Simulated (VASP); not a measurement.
Wanted: the native input for a VASP 6.6.1 run.

```
Task                   : single point
Functional             : PBE
Potentials or basis    : VASP PAW PBE potentials, release 64 (Cr_pv)
Cutoff                 : 520 eV
k mesh                 : 10 × 10 × 10
Occupations            : fermi-dirac, width 0.05 eV
Spin                   : collinear spin, ferromagnetic start
Starting moments       : [2.2] μB
Fixed moment           : 2.2 μB
Dipole correction      : no
Further INCAR settings : ALGO = Normal; EDIFF = 1e-07; NBANDS = 16
```

The structure of Cr lies in POSCAR:

```
Cr
1.0
   -1.4844496776      1.4844496776      1.4844496776
    1.4844496776     -1.4844496776      1.4844496776
    1.4844496776      1.4844496776     -1.4844496776
Cr
1
Direct
    0.0000000000      0.0000000000      0.0000000000
```

The input as run:

INCAR

```
  PREC = Accurate
  ENCUT = 520
  EDIFF = 1E-7
  ISMEAR = -1
  SIGMA = 0.05
  LREAL = F
  LASPH = T
  NELM = 150
  ALGO = Normal
  ISIF = 2
  LWAVE = F
  LCHARG = F
  ISPIN = 2
  MAGMOM = 2.2
  LORBIT = 11
  NUPDOWN = 2.2
  LMAXMIX = 4
  GGA = PE
  NBANDS = 16
```

KPOINTS

```
Automatic mesh
0
Gamma
  10 10 10
```

Potentials or basis: VASP PAW PBE potentials, release 64 (Cr_pv).

The run is started by

```console
$ cat potpaw_PBE.64/Cr_pv/POTCAR > POTCAR
$ mpirun -np 1 vasp_std > vasp.out
```

It gave:

```
Pressure                                              : 4.2 GPa
Net moment                                            : 2.20 μB per cell
Site moments                                          : Cr +2.04 μB
Valence electrons inside the program's atomic spheres : Cr 10.85
```

Caveat: the total moment is fixed, so each spin has its own Fermi level.

Wall time 16 s on 1 thread of AMD EPYC 7R43 64-Core Processor (Zen 3) (shared host), peak memory 0.1 GiB.
